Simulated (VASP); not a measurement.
# MgTe in VASP: single point with PBE

Aim: the single point of MgTe with PBE.

All numbers are computed with VASP 6.6.1; they aren't measurements. Logs are shortened: lines on timing, memory, paths and dates and some standing lists are left out, and cuts for length are marked.

**1. The cell of the first run**

The cell holds a slab with vacuum, 6 atoms: a = 4.571 Å, b = 4.571 Å, c = 23.397 Å, α = 90.00°, β = 90.00°, γ = 120.00°.

**2. Single point, PBE**

The input, INCAR:

```
  ALGO = Normal
  DIPOL = 0.5 0.5 0.500
  EDIFF = 1E-6
  ENCUT = 520
  GGA = PE
  IDIPOL = 3
  ISIF = 2
  ISMEAR = -1
  LASPH = True
  LCHARG = False
  LDIPOL = True
  LREAL = False
  LWAVE = False
  NBANDS = 21
  NELM = 100
  PREC = Accurate
  SIGMA = 0.05
```

The input, KPOINTS:

```
k-points
0
Gamma
  7 7 1
```

The input, POSCAR:

```
MgTe
1.0
    4.5707365703      0.0000000000      0.0000000000
   -2.2853682852      3.9583739839      0.0000000000
    0.0000000000      0.0000000000     23.3969792595
Te Mg
3 3
Direct
    0.0000000000      0.0000000000      0.3205542013
    0.3333333333      0.6666666667      0.4800615779
    0.6666666667      0.3333333333      0.6395689545
    0.3333333333      0.6666666667      0.3604310455
    0.6666666667      0.3333333333      0.5199384221
    0.0000000000      0.0000000000      0.6794457987
```

Potentials or basis: VASP PAW PBE potentials, release 64 (Te, Mg).

Launch:

```console
$ cat potpaw_PBE.64/Te/POTCAR potpaw_PBE.64/Mg/POTCAR > POTCAR
$ mpirun -np 1 vasp_std > vasp.out
```

OUTCAR:

```text
EDIFF = 1E-6
   ENCUT = 520
   GGA = PE
   ISIF = 2
   ISMEAR = -1
   LASPH = True
   LREAL = False
   NELM = 100
   PREC = Accurate

 ion  position               nearest neighbor table
   1  0.000  0.000  0.321-   4 2.80   4 2.80   4 2.80
   2  0.333  0.667  0.480-   4 2.80   5 2.80   5 2.80   5 2.80
   3  0.667  0.333  0.640-   5 2.80   6 2.80   6 2.80   6 2.80
   4  0.333  0.667  0.360-   2 2.80   1 2.80   1 2.80   1 2.80
   5  0.667  0.333  0.520-   3 2.80   2 2.80   2 2.80   2 2.80
   6  0.000  0.000  0.679-   3 2.80   3 2.80   3 2.80

  LATTYP: Found a hexagonal cell.
 ALAT       =     4.5707365703
 C/A-ratio  =     5.1188640823

  Lattice vectors:

 A1 = (   4.5707365703,   0.0000000000,   0.0000000000)
 A2 = (  -2.2853682852,   3.9583739839,   0.0000000000)
 A3 = (   0.0000000000,   0.0000000000,  23.3969792595)

Analysis of symmetry for initial positions (statically):
=====================================================================
 Subroutine PRICEL returns:
 Original cell was already a primitive cell.

 Routine SETGRP: Setting up the symmetry group for a
 hexagonal supercell.

 Subroutine GETGRP returns: Found  6 space group operations
 (whereof  6 operations were pure point group operations)
 out of a pool of 24 trial point group operations.

The static configuration has the point symmetry C_3v.

Analysis of symmetry for dynamics (positions and initial velocities):
=====================================================================
 Subroutine PRICEL returns:
 Original cell was already a primitive cell.

 Routine SETGRP: Setting up the symmetry group for a
 hexagonal supercell.

 Subroutine GETGRP returns: Found  6 space group operations
 (whereof  6 operations were pure point group operations)
 out of a pool of 24 trial point group operations.

The dynamic configuration has the point symmetry C_3v.

 Subroutine INISYM returns: Found  6 space group operations
 (whereof  6 operations are pure point group operations),
 and found     1 'primitive' translations

----------------------------------------------------------------------------------------

                                     Primitive cell

  volume of cell :     423.3142

  direct lattice vectors                    reciprocal lattice vectors
     4.570736570  0.000000000  0.000000000     0.218783118  0.126314492  0.000000000
    -2.285368285  3.958373984  0.000000000     0.000000000  0.252628985  0.000000000
     0.000000000  0.000000000 23.396979260     0.000000000  0.000000000  0.042740560

  length of vectors
     4.570736570  4.570736570 23.396979260     0.252628985  0.252628985  0.042740560

  position of ions in fractional coordinates (direct lattice)
     0.000000000  0.000000000  0.320554201
     0.333333333  0.666666667  0.480061578
     0.666666667  0.333333333  0.639568954
     0.333333333  0.666666667  0.360431046
     0.666666667  0.333333333  0.519938422
     0.000000000  0.000000000  0.679445799

  ion indices of the primitive-cell ions
   primitive index   ion index
                 1           1
                 2           2
                 3           3
                 4           4
                 5           5
                 6           6

----------------------------------------------------------------------------------------

 KPOINTS: k-points

Automatic generation of k-mesh.
 Grid dimensions read from file:
 generate k-points for:    7    7    1

 Generating k-lattice:

  Cartesian coordinates                     Fractional coordinates (reciprocal lattice)
     0.031254731  0.018044927  0.000000000     0.142857143  0.000000000  0.000000000
     0.000000000  0.036089855  0.000000000     0.000000000  0.142857143  0.000000000
     0.000000000  0.000000000  0.042740560     0.000000000  0.000000000  1.000000000

  Length of vectors
     0.036089855  0.036089855  0.042740560

  Shift w.r.t. Gamma in fractional coordinates (k-lattice)
     0.000000000  0.000000000  0.000000000

 Subroutine IBZKPT returns following result:
 ===========================================

 Found      8 irreducible k-points:

 Following reciprocal coordinates:
            Coordinates               Weight
  0.000000  0.000000  0.000000      1.000000
  0.142857  0.000000  0.000000      6.000000
  0.285714  0.000000  0.000000      6.000000
  0.428571  0.000000  0.000000      6.000000
  0.142857  0.142857  0.000000      6.000000
  0.285714  0.142857  0.000000     12.000000
  0.428571  0.142857  0.000000      6.000000
  0.285714  0.285714  0.000000      6.000000
   k-points           NKPTS =      8   k-points in BZ     NKDIM =      8   number of bands    NBANDS=     21
   number of dos      NEDOS =    301   number of ions     NIONS =      6
   total plane-waves  NPLWV = 233280
   dimension x,y,z NGX =    36 NGY =   36 NGZ =  180
   dimension x,y,z NGXF=    72 NGYF=   72 NGZF=  360
   ions per type =               3   3
   NGX,Y,Z   is equivalent  to a cutoff of  13.09, 13.09, 12.79 a.u.
   NGXF,Y,Z  is equivalent  to a cutoff of  26.19, 26.19, 25.58 a.u.
 SYSTEM =  unknown system
   PREC   = accura    normal or accurate (medium, high low for compatibility)
   ISTART =      0    job   : 0-new  1-cont  2-samecut
   ICHARG =      2    charge: 1-file 2-atom 10-const
   ISPIN  =      1    spin polarized calculation?
   LNONCOLLINEAR =      F non collinear calculations
   LSORBIT =      F    spin-orbit coupling
   LASPH  =      T    aspherical Exc in radial PAW
   ENCUT  =  520.0 eV  38.22 Ry    6.18 a.u.   8.50  8.50 43.50*2*pi/ulx,y,z
   NELM   =    100;   NELMIN=  2; NELMDL= -5     # of ELM steps
   EDIFF  = 0.1E-05   stopping-criterion for ELM
   LREAL  =      F    real-space projection
   EDIFFG = 0.1E-04   stopping-criterion for IOM
   NSW    =      0    number of steps for IOM
   IBRION =     -1    ionic relax: 0-MD 1-quasi-New 2-CG
   NFREE  =      0    steps in history (QN), initial steepest desc. (CG)
   ISIF   =      2    stress and relaxation
   ISYM   =      2    0-nonsym 1-usesym 2-fastsym
   POTIM  = 0.5000    time-step for ionic-motion
   TEBEG  =    0.0;   TEEND  =   0.0 temperature during run
   PSTRESS=    0.0 pullay stress
   NELECT =      24.0000    total number of electrons
   NUPDOWN=      -1.0000    fix difference up-down
   EMIN   =  10.00;   EMAX   =-10.00  energy-range for DOS
   EFERMI =   0.00;   METHOD = LEGACY
   ISMEAR =    -1;   SIGMA  =   0.05  broadening in eV -4-tet -1-fermi 0-gaus
   EFERMI_NEDOS =   21; number of points for ismear=-14 and -15
   IALGO  =     38    algorithm
   IMIX   =      4    mixing-type and parameters
     AMIX     =   0.40;   BMIX     =  1.00
     AMIX_MAG =   1.60;   BMIX_MAG =  1.00
  volume/ion in A,a.u.               =      70.55       476.11
  Fermi-wavevector in a.u.,A,eV,Ry     =   0.628914  1.188474  5.381544  0.395532
  Thomas-Fermi vector in A             =   1.691022
   LORBIT       =      0    0 simple, 1 ext, 2 COOP (PROOUT), +10 PAW based schemes
   GGA     = PE    functional components
   LHFCALC =     F    Hartree Fock is set to
   AEXX    =    0.0000 exact exchange contribution
   IVDW    =     0    specifies the selected vdW correction
   LEPSILON=     F    determine dielectric tensor
   LRPA    =     F    only Hartree local field effects (RPA)
 non-spin polarized calculation
  energy-cutoff  :      520.00
  volume of cell :      423.31
 maximum number of plane-waves:     11493
 NGX is ok and might be reduce to    36
   NGX = 17   NGY = 17   NGZ = 87

 number of electron      24.0000001 magnetization

 dipolmoment           0.000000      0.000000     -0.368825 electrons x Angstroem

 Free energy of the ion-electron system (eV)
  ---------------------------------------------------
  ext. energy  EPLUGINS =         0.00000000
  ---------------------------------------------------
  free energy    TOTEN  =       -17.36569967 eV

  energy without entropy =      -17.32892419  energy(sigma->0) =      -17.34731193

 E-fermi :  -0.8054     XC(G=0):  -4.3640

 val. band max:       -0.8461009925   @ k =   0.1429   0.0000   0.0000
 cond. band min:      -0.8008931817   @ k =   0.1429   0.0000   0.0000
 fundamental gap:      0.0452078108
 Fermi energy:        -0.8054414364

 k-point     1 :       0.0000    0.0000    0.0000
  band No.  band energies     occupation
      1     -13.1197      2.00000
      2     -11.7373      2.00000
      3     -10.3285      2.00000
      4      -5.4992      2.00000
      5      -3.6870      2.00000
      6      -3.4271      2.00000
[... 13 lines left out ...]
     20       3.5542      0.00000
     21       3.5542      0.00000

 k-point     2 :       0.1429    0.0000    0.0000
  band No.  band energies     occupation
      1     -13.0490      2.00000
      2     -11.6681      2.00000
      3     -10.2594      2.00000
      4      -5.4153      2.00000
      5      -4.2431      2.00000
      6      -3.5655      2.00000
[... 13 lines left out ...]
     20       3.1724      0.00000
     21       3.7304      0.00000

 k-point     3 :       0.2857    0.0000    0.0000
  band No.  band energies     occupation
      1     -12.8781      2.00000
      2     -11.5015      2.00000
      3     -10.0930      2.00000
      4      -5.4403      2.00000
      5      -5.0457      2.00000
      6      -3.8367      2.00000
[... 13 lines left out ...]
     20       3.3021      0.00000
     21       3.9719      0.00000

 k-point     4 :       0.4286    0.0000    0.0000
  band No.  band energies     occupation
      1     -12.7263      2.00000
      2     -11.3547      2.00000
      3      -9.9465      2.00000
      4      -5.9929      2.00000
      5      -5.1168      2.00000
      6      -4.0744      2.00000
[... 13 lines left out ...]
     20       3.5067      0.00000
     21       3.8682      0.00000

 k-point     5 :       0.1429    0.1429    0.0000
  band No.  band energies     occupation
      1     -12.9275      2.00000
      2     -11.5496      2.00000
      3     -10.1410      2.00000
      4      -5.3349      2.00000
      5      -4.8790      2.00000
      6      -3.9222      2.00000
[... 13 lines left out ...]
     20       3.4884      0.00000
     21       3.7550      0.00000

 k-point     6 :       0.2857    0.1429    0.0000
  band No.  band energies     occupation
      1     -12.7624      2.00000
      2     -11.3893      2.00000
      3      -9.9810      2.00000
      4      -5.7281      2.00000
      5      -5.0473      2.00000
      6      -4.3356      2.00000
[... 13 lines left out ...]
     20       3.6081      0.00000
     21       3.8125      0.00000

 k-point     7 :       0.4286    0.1429    0.0000
  band No.  band energies     occupation
      1     -12.6831      2.00000
      2     -11.3128      2.00000
      3      -9.9047      2.00000
      4      -5.9887      2.00000
      5      -5.0838      2.00000
      6      -4.4864      2.00000
[... 13 lines left out ...]
     20       3.8816      0.00000
     21       4.0750      0.00000

 k-point     8 :       0.2857    0.2857    0.0000
  band No.  band energies     occupation
      1     -12.6646      2.00000
      2     -11.2946      2.00000
      3      -9.8865      2.00000
      4      -5.8141      2.00000
      5      -5.0061      2.00000
      6      -4.9348      2.00000
[... 13 lines left out ...]
     20       3.9186      0.00000
     21       3.9701      0.00000

------------------------ aborting loop because EDIFF is reached ----------------------------------------

 vacuum level on the upper side and lower side of the slab       (xc-potential included)        -2.058         1.658

  FORCE on cell =-STRESS in cart. coord.  units (eV):
  Direction    XX          YY          ZZ          XY          YZ          ZX
  --------------------------------------------------------------------------------------
  -------------------------------------------------------------------------------------
  Total       -0.3056502     -0.3056502      1.8528265      0.0000000      0.0000000      0.0000000
  in kB       -1.1568377     -1.1568377      7.0126558      0.0000000      0.0000000      0.0000000
  external PRESSURE =       1.5663268 kB  Pullay stress =       0.0000000 kB

 VOLUME and BASIS-vectors are now :
 -----------------------------------------------------------------------------
  energy-cutoff  :      520.00
  volume of cell :      423.31
      direct lattice vectors                 reciprocal lattice vectors
     4.570736570  0.000000000  0.000000000     0.218783118  0.126314492  0.000000000
    -2.285368285  3.958373984  0.000000000     0.000000000  0.252628985  0.000000000
     0.000000000  0.000000000 23.396979260     0.000000000  0.000000000  0.042740560

 POSITION                                       TOTAL-FORCE (eV/Angst)
 -----------------------------------------------------------------------------------
      0.00000      0.00000      7.50000        -0.000000     -0.000000      0.122865
     -0.00000      2.63892     11.23199        -0.000000      0.000000      0.720535
      2.28537      1.31946     14.96398        -0.000000     -0.000000      0.814201
     -0.00000      2.63892      8.43300         0.000000      0.000000     -0.561856
      2.28537      1.31946     12.16499         0.000000     -0.000000     -0.747171
      0.00000      0.00000     15.89698        -0.000000      0.000000     -0.348574
 -----------------------------------------------------------------------------------
    total drift:                                0.000000     -0.000000      0.000638

  FREE ENERGIE OF THE ION-ELECTRON SYSTEM (eV)
  ---------------------------------------------------
  free  energy   TOTEN  =       -17.3656996714 eV

  energy  without entropy=      -17.3289241928  energy(sigma->0) =      -17.34731193

 vacuum level on the upper side and lower side of the slab         1.484         5.275
```

It took 1.9 min on 1 thread of Intel Xeon 6975P-C (Granite Rapids), shared host; peak memory 0.55 GiB.

Results:

| Quantity | Value |
| --- | --- |
| Free energy | -17.3657 eV |
| Largest force | 0.814 eV/Å |
| Band gap on the k mesh | zero (band 12 reaches -0.72 eV, above the bottom of band 13 at -0.80 eV) |

Forces in eV/Å, atoms in the order of the input:
```
Te   0.000  0.000  0.123
Te   0.000  0.000  0.721
Te   0.000  0.000  0.814
Mg   0.000  0.000 -0.562
Mg   0.000  0.000 -0.747
Mg   0.000  0.000 -0.349
```

Levels at points of the mesh, in eV from the Fermi level:
| k point | band 8 | band 9 | band 10 | band 11 | band 12 | band 13 | band 14 | band 15 | band 16 | band 17 |
| --- | --- | --- | --- | --- | --- | --- | --- | --- | --- | --- |
| (0.00, 0.00, 0.00) | -1.25 | -1.25 | -0.78 | -0.08 | 0.09 | 0.09 | 1.23 | 2.13 | 2.72 | 3.24 |

Caveat: spin-orbit coupling is left out, which moves the levels of the heavy elements.
